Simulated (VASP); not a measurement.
# La (Im-3m) in VASP: density of states with LDA

Aim: the density of states of La with LDA.

Everything below comes from runs of VASP 6.6.1. Logs are shortened: lines on timing, memory, paths and dates and some standing lists are left out, and cuts for length are marked.

**1. The cell of the first run**

The structure is cubic, space group Im-3m (No. 229). The conventional cell has a = 4.046 Å, b = 4.046 Å, c = 4.046 Å, α = 90.00°, β = 90.00°, γ = 90.00°. Within 4.6 Å of La (site symmetry m-3m) lie 14 La at 3.50 to 4.05 Å.

**2. Density of states, LDA**

The input, POSCAR:

```
La
1.0
   -2.0231007251      2.0231007251      2.0231007251
    2.0231007251     -2.0231007251      2.0231007251
    2.0231007251      2.0231007251     -2.0231007251
La
1
Direct
    0.0000000000      0.0000000000      0.0000000000
```

The input, INCAR.step1:

```
ALGO = Normal ; EDIFF = 1E-6
ENCUT = 520 ; ISIF = 2
ISMEAR = -1 ; LASPH = True
LCHARG = True ; LMAXMIX = 6
LREAL = False ; LWAVE = False
NBANDS = 12 ; NELM = 100
PREC = Accurate ; SIGMA = 0.08
```

The input, KPOINTS.step1:

```
k-points
0
Gamma
  15 15 15
```

The input, INCAR.step2:

```
ALGO = Normal ; EDIFF = 1E-6
ENCUT = 520 ; ICHARG = 11
ISIF = 2 ; ISMEAR = -5
LASPH = True ; LCHARG = False
LMAXMIX = 6 ; LORBIT = 11
LREAL = False ; LWAVE = False
NBANDS = 12 ; NEDOS = 2001
NELM = 100 ; PREC = Accurate
SIGMA = 0.08
```

The input, KPOINTS.step2:

```
k-points
0
Gamma
  23 23 23
```

Potentials or basis: VASP PAW LDA potentials, release 64 (La).

Command:

```bash
cat potpaw_LDA.64/La/POTCAR > POTCAR
cp INCAR.step1 INCAR
cp KPOINTS.step1 KPOINTS
mpirun -np 1 vasp_std > vasp.out
cp INCAR.step2 INCAR
cp KPOINTS.step2 KPOINTS
mpirun -np 1 vasp_std > vasp.out
```

OUTCAR:

```text
EDIFF = 1E-6
   ENCUT = 520
   ICHARG = 11
   ISIF = 2
   ISMEAR = -5
   LASPH = True
   LORBIT = 11
   LREAL = False
   NELM = 100
   PREC = Accurate

 ion  position               nearest neighbor table
   1  0.000  0.000  0.000-

  LATTYP: Found a body centered cubic cell.
 ALAT       =     4.0462014502

  Lattice vectors:

 A1 = (  -2.0231007251,   2.0231007251,   2.0231007251)
 A2 = (   2.0231007251,  -2.0231007251,   2.0231007251)
 A3 = (   2.0231007251,   2.0231007251,  -2.0231007251)

Analysis of symmetry for initial positions (statically):
=====================================================================
 Subroutine PRICEL returns:
 Original cell was already a primitive cell.

 Routine SETGRP: Setting up the symmetry group for a
 body centered cubic supercell.

 Subroutine GETGRP returns: Found 48 space group operations
 (whereof 48 operations were pure point group operations)
 out of a pool of 48 trial point group operations.

The static configuration has the point symmetry O_h .

Analysis of symmetry for dynamics (positions and initial velocities):
=====================================================================
 Subroutine PRICEL returns:
 Original cell was already a primitive cell.

 Routine SETGRP: Setting up the symmetry group for a
 body centered cubic supercell.

 Subroutine GETGRP returns: Found 48 space group operations
 (whereof 48 operations were pure point group operations)
 out of a pool of 48 trial point group operations.

The dynamic configuration has the point symmetry O_h .

 Subroutine INISYM returns: Found 48 space group operations
 (whereof 48 operations are pure point group operations),
 and found     1 'primitive' translations

----------------------------------------------------------------------------------------

                                     Primitive cell

  volume of cell :      33.1217

  direct lattice vectors                    reciprocal lattice vectors
    -2.023100725  2.023100725  2.023100725     0.000000000  0.247145381  0.247145381
     2.023100725 -2.023100725  2.023100725     0.247145381  0.000000000  0.247145381
     2.023100725  2.023100725 -2.023100725     0.247145381  0.247145381  0.000000000

  length of vectors
     3.504113245  3.504113245  3.504113245     0.349516350  0.349516350  0.349516350

  position of ions in fractional coordinates (direct lattice)
     0.000000000  0.000000000  0.000000000

  ion indices of the primitive-cell ions
   primitive index   ion index
                 1           1

----------------------------------------------------------------------------------------

 KPOINTS: k-points

[... 80 lines left out ...]
   NELECT =      11.0000    total number of electrons
   NUPDOWN=      -1.0000    fix difference up-down
   EMIN   =  10.00;   EMAX   =-10.00  energy-range for DOS
   EFERMI =   0.00;   METHOD = LEGACY
   ISMEAR =    -5;   SIGMA  =   0.08  broadening in eV -4-tet -1-fermi 0-gaus
   EFERMI_NEDOS =   21; number of points for ismear=-14 and -15
   IALGO  =     38    algorithm
   IMIX   =      4    mixing-type and parameters
     AMIX     =   0.40;   BMIX     =  1.00
     AMIX_MAG =   1.60;   BMIX_MAG =  1.00
  volume/ion in A,a.u.               =      33.12       223.52
  Fermi-wavevector in a.u.,A,eV,Ry     =   1.133709  2.142399 17.487512  1.285296
  Thomas-Fermi vector in A             =   2.270412
   LORBIT       =     11    0 simple, 1 ext, 2 COOP (PROOUT), +10 PAW based schemes
   GGA     = CA    functional components
   LHFCALC =     F    Hartree Fock is set to
   AEXX    =    0.0000 exact exchange contribution
   IVDW    =     0    specifies the selected vdW correction
   LEPSILON=     F    determine dielectric tensor
   LRPA    =     F    only Hartree local field effects (RPA)
 non-spin polarized calculation
 Fermi weights with tetrahedron method with Bloechl corrections
  energy-cutoff  :      520.00
  volume of cell :       33.12
 maximum number of plane-waves:       935
 NGX is ok and might be reduce to    28

 number of electron      11.0000000 magnetization

 Free energy of the ion-electron system (eV)
  ---------------------------------------------------
  ext. energy  EPLUGINS =         0.00000000
  ---------------------------------------------------
  free energy    TOTEN  =        -5.43099461 eV

  energy without entropy =       -5.43099461  energy(sigma->0) =       -5.43099461

 E-fermi :   8.7624     XC(G=0): -10.2376

 val. band max:        8.7970428992   @ k =   0.2174   0.1739   0.1739
 cond. band min:       8.6545848469   @ k =  -0.3913  -0.3913   0.1304
 fundamental gap:     -0.1424580523
 Fermi energy:         8.7624247856

 k-point     1 :       0.0000    0.0000    0.0000
  band No.  band energies     occupation
      1     -23.8529      2.00000
      2      -6.5489      2.00000
      3      -6.5489      2.00000
      4      -6.5489      2.00000
      5       5.7232      2.00000
      6      10.2705      0.00000
      7      10.2705      0.00000
      8      10.2705      0.00000
      9      10.3660      0.00000
     10      10.3660      0.00000
     11      10.3660      0.00000
     12      11.1725      0.00000
[... 331 lines left out ...]
 k-point    24 :       0.0870    0.0870    0.0000
  band No.  band energies     occupation
      1     -23.7870      2.00000
      2      -7.0018      2.00000
      3      -6.6501      2.00000
      4      -6.5905      2.00000
      5       6.4942      2.00000
      6       9.5497      0.00000
      7       9.5955      0.00000
      8      10.2567      0.00000
      9      10.5395      0.00000
     10      10.7518      0.00000
     11      10.7554      0.00000
     12      11.1108      0.00000

 [... further k-points ...]
[... 5 lines left out ...]
  --------------------------------------------------------------------------------------
  -------------------------------------------------------------------------------------
  Total       -0.1264522     -0.1264522     -0.1264522     -0.0000000     -0.0000000     -0.0000000
  in kB       -6.1168050     -6.1168050     -6.1168050     -0.0000000     -0.0000000     -0.0000000
  external PRESSURE =      -6.1168050 kB  Pullay stress =       0.0000000 kB

 VOLUME and BASIS-vectors are now :
 -----------------------------------------------------------------------------
  energy-cutoff  :      520.00
  volume of cell :       33.12
      direct lattice vectors                 reciprocal lattice vectors
    -2.023100725  2.023100725  2.023100725     0.000000000  0.247145381  0.247145381
     2.023100725 -2.023100725  2.023100725     0.247145381  0.000000000  0.247145381
     2.023100725  2.023100725 -2.023100725     0.247145381  0.247145381  0.000000000

 POSITION                                       TOTAL-FORCE (eV/Angst)
 -----------------------------------------------------------------------------------
      0.00000      0.00000      0.00000         0.000000     -0.000000     -0.000000
 -----------------------------------------------------------------------------------
    total drift:                               -0.000000     -0.000000     -0.000000

  FREE ENERGIE OF THE ION-ELECTRON SYSTEM (eV)
  ---------------------------------------------------
  free  energy   TOTEN  =        -5.4309946051 eV

  energy  without entropy=       -5.4309946051  energy(sigma->0) =       -5.43099461

 total charge

# of ion       s       p       d       f       tot
--------------------------------------------------
    1        2.090   5.524   0.998   0.104   8.717
```

OUTCAR.step1:

```text
EDIFF = 1E-6
   ENCUT = 520
   ISIF = 2
   ISMEAR = -1
   LASPH = True
[... 575 lines left out ...]

 POSITION                                       TOTAL-FORCE (eV/Angst)
 -----------------------------------------------------------------------------------
      0.00000      0.00000      0.00000         0.000000      0.000000      0.000000
 -----------------------------------------------------------------------------------
    total drift:                               -0.000000     -0.000000     -0.000000

  FREE ENERGIE OF THE ION-ELECTRON SYSTEM (eV)
  ---------------------------------------------------
  free  energy   TOTEN  =        -5.4635206000 eV

  energy  without entropy=       -5.4082267523  energy(sigma->0) =       -5.43587368
```

Run time: 1.9 min. Hardware: 1 thread of Intel Xeon Platinum 8375C at 2.90GHz (Ice Lake), shared host; peak memory 0.32 GiB.

Results:

| Property | Result |
| --- | --- |
| Valence electrons inside the program's atomic spheres | La 8.72 |

Caveat: spin-orbit coupling is left out, which moves the levels of the heavy elements; tetrahedron occupations give inexact forces and stress in metals.
